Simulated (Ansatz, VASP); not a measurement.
**One calculation of Au, two programs**

```xyz
2
Lattice="2.9000 0.0000 0.0000 -1.4500 2.5115 0.0000 0.0000 0.0000 4.8800" Properties=species:S:1:pos:R:3 pbc="T T T"
Au    0.0000    1.6743    3.6600
Au    1.4500    0.8372    1.2200
```

Alike in both runs: task single point; functional LDA; k mesh 14 × 14 × 8; occupations fermi-dirac, width 0.03 eV; no spin polarisation.

|  | VASP | Ansatz |
| --- | --- | --- |
| version | VASP 6.6.1 | Ansatz 0.2.0 |
| potentials or method | VASP PAW LDA potentials, release 64 (Au), cutoff 500 eV | all-electron LAPW, scalar-relativistic |

|  | VASP | Ansatz | Ansatz less VASP |
| --- | --- | --- | --- |
| pressure (GPa) | -10.3 | -10.7 | -0.41 |
| traceless stress, the component that is largest in VASP (GPa) | -0.04 | 0.09 | +0.125 |

LDA's correlation is that of Perdew and Zunger in VASP and of Perdew and Wang (1992) in Ansatz. Ansatz ran all-electron here, and VASP with PAW potentials.

Spin-orbit coupling is off throughout.
